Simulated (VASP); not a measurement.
# C (P6_3/mmc) in VASP: notebook

The runs below take C through single point, with PBE+D4, PBE+D3(BJ).

Program: VASP 6.6.1. These are calculated values, not measurements. Logs are shortened: lines on timing, memory, paths and dates and some standing lists are left out, and cuts for length are marked.

## Step 1: The cell of the first run

Symmetry: P6_3/mmc, No. 194, hexagonal system. The conventional cell has a = 2.510 Å, b = 2.510 Å, c = 12.379 Å, α = 90.00°, β = 90.00°, γ = 120.00°. C (site symmetry 3m) has 4 C at 1.54 Å within 2.1 Å. C (site symmetry 3m) has 4 C at 1.54 Å within 2.0 Å. C (site symmetry 3m) has 4 C at 1.54 to 1.56 Å within 2.1 Å.

## Step 2: Single point, PBE+D4

The input, INCAR:

```
  PREC = Accurate
  ENCUT = 520
  EDIFF = 1E-6
  ISMEAR = -1
  SIGMA = 0.05
  LREAL = False
  LASPH = True
  NELM = 80
  ALGO = Normal
  ISIF = 2
  LWAVE = False
  LCHARG = False
  GGA = PE
  IVDW = 13
  NBANDS = 36
```

The input, KPOINTS:

```
Automatic mesh
0
Gamma
  12 12 3
```

The input, POSCAR:

```
C
1.0
    2.5103037922      0.0000000000      0.0000000000
   -1.2551518961      2.1739868553      0.0000000000
    0.0000000000      0.0000000000     12.3791578301
C
12
Direct
    0.6666666667      0.3333333333      0.3549081863
    0.3333333333      0.6666666667      0.8549081863
    0.6666666667      0.3333333333      0.1450918137
    0.3333333333      0.6666666667      0.6450918137
    0.6666666667      0.3333333333      0.4792312865
    0.3333333333      0.6666666667      0.9792312865
    0.6666666667      0.3333333333      0.0207687135
    0.3333333333      0.6666666667      0.5207687135
    0.0000000000      0.0000000000      0.8131287547
    0.0000000000      0.0000000000      0.3131287547
    0.0000000000      0.0000000000      0.6868712453
    0.0000000000      0.0000000000      0.1868712453
```

Potentials or basis: VASP PAW PBE potentials, release 64 (C).

Command:

```bash
$ cat potpaw_PBE.64/C/POTCAR > POTCAR
$ mpirun -np 1 vasp_std > vasp.out
```

OUTCAR:

```text
PREC = Accurate
   ENCUT = 520
   EDIFF = 1E-6
   ISMEAR = -1
   LREAL = False
   LASPH = True
   NELM = 80
   ISIF = 2
   GGA = PE
   IVDW = 13

 ion  position               nearest neighbor table
   1  0.667  0.333  0.355-  10 1.54  10 1.54  10 1.54   5 1.54
   2  0.333  0.667  0.855-   9 1.54   9 1.54   9 1.54   6 1.54
   3  0.667  0.333  0.145-  12 1.54  12 1.54  12 1.54   7 1.54
   4  0.333  0.667  0.645-  11 1.54  11 1.54  11 1.54   8 1.54
   5  0.667  0.333  0.479-   8 1.54   8 1.54   8 1.54   1 1.54
   6  0.333  0.667  0.979-   7 1.54   7 1.54   7 1.54   2 1.54
   7  0.667  0.333  0.021-   6 1.54   6 1.54   6 1.54   3 1.54
   8  0.333  0.667  0.521-   5 1.54   5 1.54   5 1.54   4 1.54
   9  0.000  0.000  0.813-   2 1.54   2 1.54   2 1.54  11 1.56
  10  0.000  0.000  0.313-   1 1.54   1 1.54   1 1.54  12 1.56
  11  0.000  0.000  0.687-   4 1.54   4 1.54   4 1.54   9 1.56
  12  0.000  0.000  0.187-   3 1.54   3 1.54   3 1.54  10 1.56

  LATTYP: Found a hexagonal cell.
 ALAT       =     2.5103037922
 C/A-ratio  =     4.9313385370

  Lattice vectors:

 A1 = (   2.5103037922,   0.0000000000,   0.0000000000)
 A2 = (  -1.2551518961,   2.1739868553,   0.0000000000)
 A3 = (   0.0000000000,   0.0000000000,  12.3791578301)

Analysis of symmetry for initial positions (statically):
=====================================================================
 Subroutine PRICEL returns:
 Original cell was already a primitive cell.

 Routine SETGRP: Setting up the symmetry group for a
 hexagonal supercell.

 Subroutine GETGRP returns: Found 24 space group operations
 (whereof 12 operations were pure point group operations)
 out of a pool of 24 trial point group operations.

The static configuration has the point symmetry D_3d.
 The point group associated with its full space group is D_6h.

Analysis of symmetry for dynamics (positions and initial velocities):
=====================================================================
 Subroutine PRICEL returns:
 Original cell was already a primitive cell.

 Routine SETGRP: Setting up the symmetry group for a
 hexagonal supercell.

 Subroutine GETGRP returns: Found 24 space group operations
 (whereof 12 operations were pure point group operations)
 out of a pool of 24 trial point group operations.

The dynamic configuration has the point symmetry D_3d.
 The point group associated with its full space group is D_6h.

 Subroutine INISYM returns: Found 24 space group operations
 (whereof 12 operations are pure point group operations),
 and found     1 'primitive' translations

----------------------------------------------------------------------------------------

                                     Primitive cell

  volume of cell :      67.5576

  direct lattice vectors                    reciprocal lattice vectors
     2.510303792  0.000000000  0.000000000     0.398358160  0.229992191  0.000000000
    -1.255151896  2.173986855  0.000000000     0.000000000  0.459984382  0.000000000
     0.000000000  0.000000000 12.379157830     0.000000000  0.000000000  0.080780940

  length of vectors
     2.510303792  2.510303792 12.379157830     0.459984382  0.459984382  0.080780940

  position of ions in fractional coordinates (direct lattice)
     0.666666667  0.333333333  0.354908186
     0.333333333  0.666666667  0.854908186
     0.666666667  0.333333333  0.145091814
     0.333333333  0.666666667  0.645091814
     0.666666667  0.333333333  0.479231287
     0.333333333  0.666666667  0.979231287
     0.666666667  0.333333333  0.020768713
     0.333333333  0.666666667  0.520768713
     0.000000000  0.000000000  0.813128755
     0.000000000  0.000000000  0.313128755
     0.000000000  0.000000000  0.686871245
     0.000000000  0.000000000  0.186871245

  ion indices of the primitive-cell ions
   primitive index   ion index
                 1           1
                 2           2
                 3           3
                 4           4
                 5           5
                 6           6
                 7           7
                 8           8
                 9           9
                10          10
                11          11
                12          12

----------------------------------------------------------------------------------------

 KPOINTS: Automatic mesh

Automatic generation of k-mesh.
 Grid dimensions read from file:
 generate k-points for:   12   12    3

 Generating k-lattice:

  Cartesian coordinates                     Fractional coordinates (reciprocal lattice)
     0.033196513  0.019166016  0.000000000     0.083333333 -0.000000000  0.000000000
     0.000000000  0.038332032  0.000000000     0.000000000  0.083333333  0.000000000
     0.000000000  0.000000000  0.026926980     0.000000000  0.000000000  0.333333333

  Length of vectors
     0.038332032  0.038332032  0.026926980

  Shift w.r.t. Gamma in fractional coordinates (k-lattice)
     0.000000000  0.000000000  0.000000000

 Subroutine IBZKPT returns following result:
 ===========================================

 Found     38 irreducible k-points:

 Following reciprocal coordinates:
            Coordinates               Weight
  0.000000  0.000000  0.000000      1.000000
  0.083333  0.000000  0.000000      6.000000
  0.166667  0.000000  0.000000      6.000000
  0.250000  0.000000  0.000000      6.000000
  0.333333 -0.000000  0.000000      6.000000
  0.416667 -0.000000  0.000000      6.000000
[... 16 lines left out ...]
  0.250000  0.000000  0.333333     12.000000
  0.333333 -0.000000  0.333333     12.000000
 [... further k-points ...]
   k-points           NKPTS =     38   k-points in BZ     NKDIM =     38   number of bands    NBANDS=     36
   number of dos      NEDOS =    301   number of ions     NIONS =     12
   total plane-waves  NPLWV =  38400
   dimension x,y,z NGX =    20 NGY =   20 NGZ =   96
   dimension x,y,z NGXF=    40 NGYF=   40 NGZF=  192
   ions per type =              12
   NGX,Y,Z   is equivalent  to a cutoff of  13.25, 13.25, 12.89 a.u.
   NGXF,Y,Z  is equivalent  to a cutoff of  26.49, 26.49, 25.78 a.u.
 SYSTEM =  unknown system
   PREC   = accura    normal or accurate (medium, high low for compatibility)
   ISTART =      0    job   : 0-new  1-cont  2-samecut
   ICHARG =      2    charge: 1-file 2-atom 10-const
   ISPIN  =      1    spin polarized calculation?
   LNONCOLLINEAR =      F non collinear calculations
   LSORBIT =      F    spin-orbit coupling
   LASPH  =      T    aspherical Exc in radial PAW
   ENCUT  =  520.0 eV  38.22 Ry    6.18 a.u.   4.67  4.67 23.02*2*pi/ulx,y,z
   NELM   =     80;   NELMIN=  2; NELMDL= -5     # of ELM steps
   EDIFF  = 0.1E-05   stopping-criterion for ELM
   LREAL  =      F    real-space projection
[... 7 lines left out ...]
   TEBEG  =    0.0;   TEEND  =   0.0 temperature during run
   PSTRESS=    0.0 pullay stress
   NELECT =      48.0000    total number of electrons
   NUPDOWN=      -1.0000    fix difference up-down
   EMIN   =  10.00;   EMAX   =-10.00  energy-range for DOS
   EFERMI =   0.00;   METHOD = LEGACY
   ISMEAR =    -1;   SIGMA  =   0.05  broadening in eV -4-tet -1-fermi 0-gaus
   EFERMI_NEDOS =   21; number of points for ismear=-14 and -15
   IALGO  =     38    algorithm
   IMIX   =      4    mixing-type and parameters
     AMIX     =   0.40;   BMIX     =  1.00
     AMIX_MAG =   1.60;   BMIX_MAG =  1.00
  volume/ion in A,a.u.               =       5.63        37.99
  Fermi-wavevector in a.u.,A,eV,Ry     =   1.460821  2.760552 29.034824  2.133999
  Thomas-Fermi vector in A             =   2.577226
   LORBIT       =      0    0 simple, 1 ext, 2 COOP (PROOUT), +10 PAW based schemes
   GGA     = PE    functional components
   LHFCALC =     F    Hartree Fock is set to
   AEXX    =    0.0000 exact exchange contribution
   IVDW    =    13    specifies the selected vdW correction
   LEPSILON=     F    determine dielectric tensor
   LRPA    =     F    only Hartree local field effects (RPA)
 non-spin polarized calculation
  energy-cutoff  :      520.00
  volume of cell :       67.56
 maximum number of plane-waves:      1847
 NGX is ok and might be reduce to    20
   NGX =  9   NGY =  9   NGZ = 47

 number of electron      47.9999996 magnetization

 Free energy of the ion-electron system (eV)
  ---------------------------------------------------
  ext. energy  EPLUGINS =         0.00000000
  ---------------------------------------------------
  free energy    TOTEN  =      -109.02557232 eV

  energy without entropy =     -109.02557232  energy(sigma->0) =     -109.02557232

 E-fermi :  10.8915     XC(G=0): -13.2871

 val. band max:        9.9282800567   @ k =   0.0000   0.0000   0.0000
 cond. band min:      14.3957370243   @ k =   0.3333  -0.0000   0.0000
 fundamental gap:      4.4674569676
 Fermi energy:        10.8915323710

 k-point     1 :       0.0000    0.0000    0.0000
  band No.  band energies     occupation
      1     -11.7498      2.00000
      2     -11.0229      2.00000
      3     -10.9462      2.00000
      4      -8.7718      2.00000
      5      -8.7107      2.00000
      6      -6.0010      2.00000
[... 28 lines left out ...]
     35      17.9352      0.00000
     36      18.1427      0.00000

 k-point     2 :       0.0833    0.0000    0.0000
  band No.  band energies     occupation
      1     -11.5773      2.00000
      2     -10.8514      2.00000
      3     -10.7752      2.00000
      4      -8.6050      2.00000
      5      -8.5447      2.00000
      6      -5.8477      2.00000
[... 28 lines left out ...]
     35      18.3991      0.00000
     36      18.6114      0.00000
[... 817 lines left out ...]
     35      19.7008      0.00000
     36      20.0358      0.00000

 k-point    24 :       0.3333   -0.0000    0.3333
  band No.  band energies     occupation
      1      -8.9528      2.00000
      2      -8.7059      2.00000
      3      -7.7263      2.00000
      4      -7.0084      2.00000
      5      -5.1886      2.00000
      6      -4.2029      2.00000
[... 28 lines left out ...]
     35      19.0712      0.00000
     36      19.7407      0.00000

 [... further k-points ...]

------------------------ aborting loop because EDIFF is reached ----------------------------------------

  DFT-D4 for vdW energy calculation

  Edisp (eV):   -2.57492

  FORCE on cell =-STRESS in cart. coord.  units (eV):
  Direction    XX          YY          ZZ          XY          YZ          ZX
  --------------------------------------------------------------------------------------
  -------------------------------------------------------------------------------------
  Total       0.30590     0.30590     0.28553     0.00000     0.00000     0.00000
  in kB       7.25474     7.25474     6.77145     0.00000     0.00000     0.00000
  external pressure =        7.09 kB  Pullay stress =        0.00 kB

 VOLUME and BASIS-vectors are now :
 -----------------------------------------------------------------------------
  energy-cutoff  :      520.00
  volume of cell :       67.56
      direct lattice vectors                 reciprocal lattice vectors
     2.510303792  0.000000000  0.000000000     0.398358160  0.229992191  0.000000000
    -1.255151896  2.173986855  0.000000000     0.000000000  0.459984382  0.000000000
     0.000000000  0.000000000 12.379157830     0.000000000  0.000000000  0.080780940

 POSITION                                       TOTAL-FORCE (eV/Angst)
 -----------------------------------------------------------------------------------
      1.25515      0.72466      4.39346         0.000000     -0.000000     -0.001991
     -0.00000      1.44932     10.58304        -0.000000     -0.000000     -0.001991
      1.25515      0.72466      1.79611         0.000000     -0.000000      0.001991
     -0.00000      1.44932      7.98569        -0.000000      0.000000      0.001991
      1.25515      0.72466      5.93248        -0.000000      0.000000      0.001192
     -0.00000      1.44932     12.12206        -0.000000     -0.000000      0.001192
      1.25515      0.72466      0.25710         0.000000      0.000000     -0.001192
     -0.00000      1.44932      6.44668         0.000000      0.000000     -0.001192
      0.00000      0.00000     10.06585        -0.000000     -0.000000     -0.002660
      0.00000      0.00000      3.87627        -0.000000     -0.000000     -0.002660
      0.00000      0.00000      8.50289        -0.000000      0.000000      0.002660
      0.00000      0.00000      2.31331        -0.000000     -0.000000      0.002660
 -----------------------------------------------------------------------------------
    total drift:                               -0.000000      0.000000      0.000000

  FREE ENERGIE OF THE ION-ELECTRON SYSTEM (eV)
  ---------------------------------------------------
  free  energy   TOTEN  =      -111.6004968984 eV

  energy  without entropy=     -111.6004968984  energy(sigma->0) =     -111.60049690
```

It took 52 s on 1 thread of Intel Xeon 6975P-C (Granite Rapids), shared host; peak memory 0.2 GiB.

What came out:

* Free energy: -111.6005 eV
* Pressure: 0.7 GPa
* Band gap on the k mesh: 4.47 eV (least direct gap 5.40 eV)
* Dispersion energy per atom: -0.215 eV

Forces on the atoms (eV/Å):
```
C    0.000  0.000 -0.002
C    0.000  0.000 -0.002
C    0.000  0.000  0.002
C    0.000  0.000  0.002
C    0.000  0.000  0.001
C    0.000  0.000  0.001
C    0.000  0.000 -0.001
C    0.000  0.000 -0.001
C    0.000  0.000 -0.003
C    0.000  0.000 -0.003
C    0.000  0.000  0.003
C    0.000  0.000  0.003
```

Caveat: an odd mesh through Γ misses points on the zone boundary, where band edges can lie.

## Step 3: Single point, PBE+D3(BJ)

The input, INCAR:

```
SYSTEM = C
PREC     = Accurate       ! precision mode
ENCUT    = 520            ! plane-wave cutoff, eV
EDIFF    = 1E-7           ! SCF threshold, eV
ISMEAR   = -1             ! smearing method
SIGMA    = 0.05           ! smearing width, eV
LREAL    = .False.        ! projectors in reciprocal space
LASPH    = .True.         ! aspherical terms in the spheres
NELM     = 80             ! most SCF steps
ALGO     = Normal         ! electronic algorithm
ISIF     = 2              ! what is computed and relaxed
LWAVE    = .False.        ! write WAVECAR
LCHARG   = .True.         ! write CHGCAR
GGA      = PE             ! functional
IVDW     = 12             ! dispersion correction
LELF     = .True.         ! ELF
LVHAR    = .True.       
NBANDS   = 36             ! bands
```

The input, KPOINTS:

```
regular mesh
0
Gamma
  12 12 3
  0 0 0
```

The input, POSCAR:

```
C
1.0
    2.5100769735      0.0000000000      0.0000000000
   -1.2550384867      2.1737904245      0.0000000000
    0.0000000000      0.0000000000     12.3780297353
C
12
Direct
    0.6666666667      0.3333333333      0.3549084406
    0.3333333333      0.6666666667      0.8549084406
    0.6666666667      0.3333333333      0.1450915594
    0.3333333333      0.6666666667      0.6450915594
    0.6666666667      0.3333333333      0.4792312663
    0.3333333333      0.6666666667      0.9792312663
    0.6666666667      0.3333333333      0.0207687337
    0.3333333333      0.6666666667      0.5207687337
    0.0000000000      0.0000000000      0.8131284241
    0.0000000000      0.0000000000      0.3131284241
    0.0000000000      0.0000000000      0.6868715759
    0.0000000000      0.0000000000      0.1868715759
```

Potentials or basis: VASP PAW PBE potentials, release 64 (C).

Command:

```bash
$ cat potpaw_PBE.64/C/POTCAR > POTCAR
$ mpirun -np 1 vasp_std > vasp.out
```

Run time: 53 s. Hardware: 1 thread of Intel Xeon 6975P-C (Granite Rapids), shared host; peak memory 0.21 GiB.

Results (log left out):

```
Free energy                : -111.3384 eV
Pressure                   : 0.7 GPa
Largest force              : 0.004 eV/Å
Band gap on the k mesh     : 4.47 eV (least direct gap 5.40 eV)
Dispersion energy per atom : -0.193 eV
```

Forces on the atoms (eV/Å):
```
C    0.000  0.000  0.000
C    0.000  0.000  0.000
C    0.000  0.000  0.000
C    0.000  0.000  0.000
C    0.000  0.000 -0.001
C    0.000  0.000 -0.001
C    0.000  0.000  0.001
C    0.000  0.000  0.001
C    0.000  0.000 -0.004
C    0.000  0.000 -0.004
C    0.000  0.000  0.004
C    0.000  0.000  0.004
```

Levels at points of the mesh, in eV from the valence-band top:
```
           k point  band 21  band 22  band 23  band 24  band 25  band 26  band 27  band 28
(0.00, 0.00, 0.00)    -0.98    -0.15     0.00     0.00     5.40     5.40     5.53     6.50
(0.50, 0.00, 0.00)    -4.11    -4.06    -3.64    -2.93     4.64     5.24     5.30     5.62
```

Caveat: an odd mesh through Γ misses points on the zone boundary, where band edges can lie.
